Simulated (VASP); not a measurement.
# Au (Im-3m) in VASP: further runs

Au is run at these levels: PBE; tasks: single point.

All numbers are computed with VASP 6.6.1; they aren't measurements. Logs are shortened: lines on timing, memory, paths and dates and some standing lists are left out, and cuts for length are marked.

## Step 1: The cell of the first run

Symmetry: Im-3m, No. 229, cubic system. Conventional cell: a = 3.268 Å, b = 3.268 Å, c = 3.268 Å, α = 90.00°, β = 90.00°, γ = 90.00°. Within 3.7 Å of Au (site symmetry m-3m) lie 14 Au at 2.83 to 3.27 Å.

## Step 2: Single point, PBE (volume scaled by 0.97)

The input, INCAR:

```
SYSTEM = Au
PREC = Accurate ; ENCUT = 520
EDIFF = 1E-6 ; ISMEAR = 0
SIGMA = 0.1 ; LREAL = .False.
LASPH = .True. ; NELM = 100
ALGO = Fast ; ISIF = 2
LWAVE = .False. ; LCHARG = .False.
GGA = PE ; NBANDS = 12
```

The input, KPOINTS:

```
Automatic mesh
0
Gamma
  18 18 18
  0 0 0
```

The input, POSCAR:

```
Au
1.0
   -1.6339801012      1.6339801012      1.6339801012
    1.6339801012     -1.6339801012      1.6339801012
    1.6339801012      1.6339801012     -1.6339801012
Au
1
Direct
    0.0000000000      0.0000000000      0.0000000000
```

Potentials or basis: VASP PAW PBE potentials, release 64 (Au).

Launch:

```
cat potpaw_PBE.64/Au/POTCAR > POTCAR
mpirun -np 1 vasp_std > vasp.out
```

OUTCAR:

```text
SYSTEM = Au
   PREC = Accurate
   ENCUT = 520
   EDIFF = 1E-6
   ISMEAR = 0
   LREAL = .False.
   LASPH = .True.
   NELM = 100
   ISIF = 2
   GGA = PE

 ion  position               nearest neighbor table
   1  0.000  0.000  0.000-

  LATTYP: Found a body centered cubic cell.
 ALAT       =     3.2679602024

  Lattice vectors:

 A1 = (  -1.6339801012,   1.6339801012,   1.6339801012)
 A2 = (   1.6339801012,  -1.6339801012,   1.6339801012)
 A3 = (   1.6339801012,   1.6339801012,  -1.6339801012)

Analysis of symmetry for initial positions (statically):
=====================================================================
 Subroutine PRICEL returns:
 Original cell was already a primitive cell.

 Routine SETGRP: Setting up the symmetry group for a
 body centered cubic supercell.

 Subroutine GETGRP returns: Found 48 space group operations
 (whereof 48 operations were pure point group operations)
 out of a pool of 48 trial point group operations.

The static configuration has the point symmetry O_h .

Analysis of symmetry for dynamics (positions and initial velocities):
=====================================================================
 Subroutine PRICEL returns:
 Original cell was already a primitive cell.

 Routine SETGRP: Setting up the symmetry group for a
 body centered cubic supercell.

 Subroutine GETGRP returns: Found 48 space group operations
 (whereof 48 operations were pure point group operations)
 out of a pool of 48 trial point group operations.

The dynamic configuration has the point symmetry O_h .

 Subroutine INISYM returns: Found 48 space group operations
 (whereof 48 operations are pure point group operations),
 and found     1 'primitive' translations

----------------------------------------------------------------------------------------

                                     Primitive cell

  volume of cell :      17.4502

  direct lattice vectors                    reciprocal lattice vectors
    -1.633980101  1.633980101  1.633980101     0.000000000  0.306001278  0.306001278
     1.633980101 -1.633980101  1.633980101     0.306001278  0.000000000  0.306001278
     1.633980101  1.633980101 -1.633980101     0.306001278  0.306001278  0.000000000

  length of vectors
     2.830136554  2.830136554  2.830136554     0.432751158  0.432751158  0.432751158

  position of ions in fractional coordinates (direct lattice)
     0.000000000  0.000000000  0.000000000

  ion indices of the primitive-cell ions
   primitive index   ion index
                 1           1

----------------------------------------------------------------------------------------

 KPOINTS: Automatic mesh

Automatic generation of k-mesh.
 Grid dimensions read from file:
 generate k-points for:   18   18   18

 Generating k-lattice:

  Cartesian coordinates                     Fractional coordinates (reciprocal lattice)
     0.000000000  0.017000071  0.017000071     0.055555556  0.000000000  0.000000000
     0.017000071  0.000000000  0.017000071     0.000000000  0.055555556  0.000000000
     0.017000071  0.017000071  0.000000000     0.000000000  0.000000000  0.055555556

  Length of vectors
     0.024041731  0.024041731  0.024041731

  Shift w.r.t. Gamma in fractional coordinates (k-lattice)
     0.000000000  0.000000000  0.000000000

 Subroutine IBZKPT returns following result:
 ===========================================

 Found    195 irreducible k-points:

 Following reciprocal coordinates:
            Coordinates               Weight
  0.000000  0.000000  0.000000      1.000000
  0.055556  0.000000  0.000000     12.000000
  0.111111  0.000000  0.000000     12.000000
  0.166667  0.000000  0.000000     12.000000
  0.222222  0.000000  0.000000     12.000000
  0.277778  0.000000  0.000000     12.000000
[... 16 lines left out ...]
  0.333333  0.111111  0.000000     48.000000
  0.388889  0.111111  0.000000     48.000000
 [... further k-points ...]
   k-points           NKPTS =    195   k-points in BZ     NKDIM =    195   number of bands    NBANDS=     12
   number of dos      NEDOS =    301   number of ions     NIONS =      1
   total plane-waves  NPLWV =  13824
   dimension x,y,z NGX =    24 NGY =   24 NGZ =   24
   dimension x,y,z NGXF=    48 NGYF=   48 NGZF=   48
   ions per type =               1
   NGX,Y,Z   is equivalent  to a cutoff of  14.10, 14.10, 14.10 a.u.
   NGXF,Y,Z  is equivalent  to a cutoff of  28.20, 28.20, 28.20 a.u.
 SYSTEM =  Au
   PREC   = accura    normal or accurate (medium, high low for compatibility)
   ISTART =      0    job   : 0-new  1-cont  2-samecut
   ICHARG =      2    charge: 1-file 2-atom 10-const
   ISPIN  =      1    spin polarized calculation?
   LNONCOLLINEAR =      F non collinear calculations
   LSORBIT =      F    spin-orbit coupling
   LASPH  =      T    aspherical Exc in radial PAW
   ENCUT  =  520.0 eV  38.22 Ry    6.18 a.u.   5.26  5.26  5.26*2*pi/ulx,y,z
   NELM   =    100;   NELMIN=  2; NELMDL= -5     # of ELM steps
   EDIFF  = 0.1E-05   stopping-criterion for ELM
   LREAL  =      F    real-space projection
   EDIFFG = 0.1E-04   stopping-criterion for IOM
   NSW    =      0    number of steps for IOM
   IBRION =     -1    ionic relax: 0-MD 1-quasi-New 2-CG
   NFREE  =      0    steps in history (QN), initial steepest desc. (CG)
   ISIF   =      2    stress and relaxation
   ISYM   =      2    0-nonsym 1-usesym 2-fastsym
   POTIM  = 0.5000    time-step for ionic-motion
   TEBEG  =    0.0;   TEEND  =   0.0 temperature during run
   PSTRESS=    0.0 pullay stress
   NELECT =      11.0000    total number of electrons
   NUPDOWN=      -1.0000    fix difference up-down
   EMIN   =  10.00;   EMAX   =-10.00  energy-range for DOS
   EFERMI =   0.00;   METHOD = LEGACY
   ISMEAR =     0;   SIGMA  =   0.10  broadening in eV -4-tet -1-fermi 0-gaus
   EFERMI_NEDOS =   21; number of points for ismear=-14 and -15
   IALGO  =     68    algorithm
   IMIX   =      4    mixing-type and parameters
     AMIX     =   0.40;   BMIX     =  1.00
     AMIX_MAG =   1.60;   BMIX_MAG =  1.00
  volume/ion in A,a.u.               =      17.45       117.76
  Fermi-wavevector in a.u.,A,eV,Ry     =   1.403694  2.652596 26.808315  1.970356
  Thomas-Fermi vector in A             =   2.526330
   LORBIT       =      0    0 simple, 1 ext, 2 COOP (PROOUT), +10 PAW based schemes
   GGA     = PE    functional components
   LHFCALC =     F    Hartree Fock is set to
   AEXX    =    0.0000 exact exchange contribution
   IVDW    =     0    specifies the selected vdW correction
   LEPSILON=     F    determine dielectric tensor
   LRPA    =     F    only Hartree local field effects (RPA)
 non-spin polarized calculation
 RMM-DIIS sequential band-by-band and
 Gauss-broadening in eV      SIGMA  =   0.10
  energy-cutoff  :      520.00
  volume of cell :       17.45
 maximum number of plane-waves:       480
 NGX is ok and might be reduce to    24
   NGX = 11   NGY = 11   NGZ = 11

 number of electron      11.0000002 magnetization

 Free energy of the ion-electron system (eV)
  ---------------------------------------------------
  ext. energy  EPLUGINS =         0.00000000
  ---------------------------------------------------
  free energy    TOTEN  =        -3.19418785 eV

  energy without entropy =       -3.19365240  energy(sigma->0) =       -3.19392013

 E-fermi :   9.1345     XC(G=0): -12.5787

 val. band max:        9.0893228228   @ k =   0.3889   0.0556   0.0556
 cond. band min:       9.2142978265   @ k =  -0.3333   0.3333   0.3333
 fundamental gap:      0.1249750037
 Fermi energy:         9.1345332321

 k-point     1 :       0.0000    0.0000    0.0000
  band No.  band energies     occupation
      1      -0.5126      2.00000
      2       4.3367      2.00000
      3       4.3367      2.00000
      4       4.3367      2.00000
      5       6.1987      2.00000
      6       6.1987      2.00000
      7      25.6048      0.00000
      8      25.6048      0.00000
      9      25.6048      0.00000
     10      33.0060      0.00000
     11      33.0061      0.00000
     12      33.0066      0.00000

 k-point     2 :       0.0556    0.0000    0.0000
  band No.  band energies     occupation
      1      -0.4007      2.00000
      2       4.3015      2.00000
      3       4.3401      2.00000
      4       4.4148      2.00000
      5       6.1559      2.00000
      6       6.2011      2.00000
      7      25.5908      0.00000
      8      25.6342      0.00000
      9      25.7466      0.00000
     10      31.6399      0.00000
     11      31.7321      0.00000
     12      32.5981      0.00000

 k-point     3 :       0.1111    0.0000    0.0000
  band No.  band energies     occupation
      1      -0.0736      2.00000
      2       4.2015      2.00000
      3       4.3467      2.00000
      4       4.6447      2.00000
      5       6.0509      2.00000
      6       6.2092      2.00000
      7      25.3404      0.00000
      8      25.6165      0.00000
      9      26.1603      0.00000
     10      29.9779      0.00000
     11      30.3541      0.00000
     12      31.5033      0.00000
[... 286 lines left out ...]
 k-point    23 :       0.3333    0.1111    0.0000
  band No.  band energies     occupation
      1       2.3279      2.00000
      2       3.4743      2.00000
      3       5.3653      2.00000
      4       6.0295      2.00000
      5       6.5341      2.00000
      6       8.2258      2.00000
      7      15.4010      0.00000
      8      21.2867      0.00000
      9      23.0936      0.00000
     10      29.6072      0.00000
     11      32.0086      0.00000
     12      32.1829      0.00000

 k-point    24 :       0.3889    0.1111    0.0000
  band No.  band energies     occupation
      1       2.3123      2.00000
      2       3.3976      2.00000
      3       5.7668      2.00000
      4       6.0713      2.00000
      5       6.8310      2.00000
      6       9.2626      0.07005
      7      13.4827      0.00000
      8      20.8209      0.00000
      9      22.5477      0.00000
     10      30.1840      0.00000
     11      31.8409      0.00000
     12      32.2004      0.00000

 [... further k-points ...]
[... 5 lines left out ...]
  --------------------------------------------------------------------------------------
  -------------------------------------------------------------------------------------
  Total        0.4866208      0.4866208      0.4866208      0.0000000      0.0000000     -0.0000000
  in kB       44.6787484     44.6787484     44.6787484      0.0000000      0.0000000     -0.0000000
  external PRESSURE =      44.6787484 kB  Pullay stress =       0.0000000 kB

 VOLUME and BASIS-vectors are now :
 -----------------------------------------------------------------------------
  energy-cutoff  :      520.00
  volume of cell :       17.45
      direct lattice vectors                 reciprocal lattice vectors
    -1.633980101  1.633980101  1.633980101     0.000000000  0.306001278  0.306001278
     1.633980101 -1.633980101  1.633980101     0.306001278  0.000000000  0.306001278
     1.633980101  1.633980101 -1.633980101     0.306001278  0.306001278  0.000000000

 POSITION                                       TOTAL-FORCE (eV/Angst)
 -----------------------------------------------------------------------------------
      0.00000      0.00000      0.00000        -0.000000     -0.000000     -0.000000
 -----------------------------------------------------------------------------------
    total drift:                                0.000000      0.000000      0.000000

  FREE ENERGIE OF THE ION-ELECTRON SYSTEM (eV)
  ---------------------------------------------------
  free  energy   TOTEN  =        -3.1941878458 eV

  energy  without entropy=       -3.1936524047  energy(sigma->0) =       -3.19392013
```

Run time: 18 s. Hardware: 1 thread of Intel Xeon 6975P-C (Granite Rapids), shared host; peak memory 0.17 GiB.

Results:

```
Free energy : -3.1942 eV
Pressure    : 4.5 GPa
```

Caveat: spin-orbit coupling is left out, which moves the levels of the heavy elements.

## Step 3: Single point, PBE (volume scaled by 1.03)

The input, INCAR:

```
PREC = Accurate ; ENCUT = 520
EDIFF = 1E-6 ; ISMEAR = 0
SIGMA = 0.1 ; LREAL = F
LASPH = T ; NELM = 80
ALGO = Fast ; ISIF = 2
LWAVE = F ; LCHARG = F
GGA = PE ; NBANDS = 12
```

The input, KPOINTS:

```
Automatic mesh
0
Gamma
  18 18 18
```

The input, POSCAR:

```
Au
1.0
   -1.6669986962      1.6669986962      1.6669986962
    1.6669986962     -1.6669986962      1.6669986962
    1.6669986962      1.6669986962     -1.6669986962
Au
1
Direct
    0.0000000000      0.0000000000      0.0000000000
```

Potentials or basis: VASP PAW PBE potentials, release 64 (Au).

Launch:

```
cat potpaw_PBE.64/Au/POTCAR > POTCAR
mpirun -np 1 vasp_std > vasp.out
```

Run time: 19 s. Hardware: 1 thread of Intel Xeon 6975P-C (Granite Rapids), shared host; peak memory 0.17 GiB.

It converged, with:

```yaml
Free_energy: -3.1945 eV
Pressure: -3.8 GPa
```

Levels at points of the mesh, in eV from the Fermi level:
| k point | band 3 | band 4 | band 5 | band 6 | band 7 | band 8 |
| --- | --- | --- | --- | --- | --- | --- |
| (0.00, 0.00, 0.00) | -4.51 | -4.51 | -2.82 | -2.82 | 16.41 | 16.41 |
| (0.50, 0.00, 0.00) | -2.96 | -2.66 | -1.50 | -0.34 | 3.03 | 12.25 |
| (0.50, 0.50, 0.50) | -1.82 | -1.82 | -1.82 | 6.16 | 6.16 | 6.16 |

Caveat: spin-orbit coupling is left out, which moves the levels of the heavy elements.

## Step 4: Single point, PBE (volume scaled by 1.06)

The input, INCAR:

```
SYSTEM = Au
  PREC = Accurate
  ENCUT = 520
  EDIFF = 1E-6
  ISMEAR = 0
  SIGMA = 0.1
  LREAL = .False.
  LASPH = .True.
  NELM = 60
  ALGO = Normal
  ISIF = 2
  LWAVE = .False.
  LCHARG = .False.
  GGA = PE
  NBANDS = 12
```

The input, KPOINTS:

```
regular mesh
0
Gamma
  18 18 18
  0 0 0
```

The input, POSCAR:

```
Au
1.0
   -1.6830285131      1.6830285131      1.6830285131
    1.6830285131     -1.6830285131      1.6830285131
    1.6830285131      1.6830285131     -1.6830285131
Au
1
Direct
    0.0000000000      0.0000000000      0.0000000000
```

Launch:

```
cat potpaw_PBE.64/Au/POTCAR > POTCAR
mpirun -np 1 vasp_std > vasp.out
```

Wall time 17 s (1 thread of Intel Xeon 6975P-C (Granite Rapids), shared host); peak memory 0.17 GiB.

It converged, with:

| Quantity | Value |
| --- | --- |
| Free energy | -3.1765 eV |
| Pressure | -6.9 GPa |

Levels at points of the mesh, in eV from the Fermi level:
| k point | band 3 | band 4 | band 5 | band 6 | band 7 | band 8 |
| --- | --- | --- | --- | --- | --- | --- |
| (0.00, 0.00, 0.00) | -4.38 | -4.38 | -2.76 | -2.76 | 16.38 | 16.38 |
| (0.50, 0.00, 0.00) | -2.89 | -2.61 | -1.51 | -0.23 | 2.88 | 12.21 |
| (0.50, 0.50, 0.50) | -1.82 | -1.82 | -1.82 | 6.12 | 6.12 | 6.12 |

Caveat: spin-orbit coupling is left out, which moves the levels of the heavy elements.

## Step 5: The runs side by side

```csv
cell,gap on the mesh (eV),pressure (GPa)
"a = 2.830 Å, angles 109.5°, 1 atom",none,4.5
"a = 2.887 Å, angles 109.5°, 1 atom",none,-3.8
"a = 2.915 Å, angles 109.5°, 1 atom",none,-6.9
```

Alike in all rows: task single point; level PBE; potentials or basis VASP PAW PBE potentials, release 64 (Au); no spin polarisation; k mesh 18 × 18 × 18; cutoff (eV) 520; smearing gaussian 0.1 eV.

Caveats: spin-orbit coupling is left out, which moves the levels of the heavy elements.

Absolute energies hang on the potentials; compare differences alone.
